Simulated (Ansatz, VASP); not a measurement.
# One calculation of Ru, two programs

File INCAR:

```
ALGO = Normal
EDIFF = 1E-6
ENCUT = 500
GGA = PE
GGA_COMPAT = False
ISIF = 2
ISMEAR = -1
ISPIN = 2
LASPH = True
LCHARG = False
LMAXMIX = 4
LORBIT = 11
LREAL = False
LWAVE = False
MAGMOM = 0
NBANDS = 17
NELM = 200
PREC = Accurate
SIGMA = 0.1
```

Contents of KPOINTS:

```
k-points
0
Gamma
  8 8 8
```

POSCAR

```
Ru
1.0
    0.0000000000      1.9850000000      1.9850000000
    1.9850000000      0.0000000000      1.9850000000
    1.9850000000      1.9850000000      0.0000000000
Ru
1
Direct
    0.0000000000      0.0000000000      0.0000000000
```

Input for Ansatz:

```yaml
crystal:
  lattice:
    - [0, 1.985, 1.985]
    - [1.985, 0, 1.985]
    - [1.985, 1.985, 0]
  atoms:
    - { symbol: Ru, position: [0, 0, 0] }
kpoints:
  mp_grid: { grid: [8, 8, 8], shift: [0, 0, 0] }
hamiltonian:
  xc: pbe
  pseudopotentials: { kind: paw }
magnetization:
  spin_polarized: true
scf:
  occupations: { method: fermi_dirac }
```

Alike in both runs: task single point; functional PBE; k mesh 8 × 8 × 8; collinear spin.

|  | VASP | Ansatz |
| --- | --- | --- |
| version | VASP 6.6.1 | Ansatz 0.2 development build |
| potentials or method | VASP PAW PBE potentials, release 64 (Ru_pv) | PAW hard, scalar-relativistic |
| plane-wave cutoff (eV) | 500 | 660 |
| occupations | fermi-dirac, width 0.1 eV | fermi-dirac |

```csv
,VASP,Ansatz,Ansatz less VASP
net moment per atom (μB),0.00,0.00,0.000
```
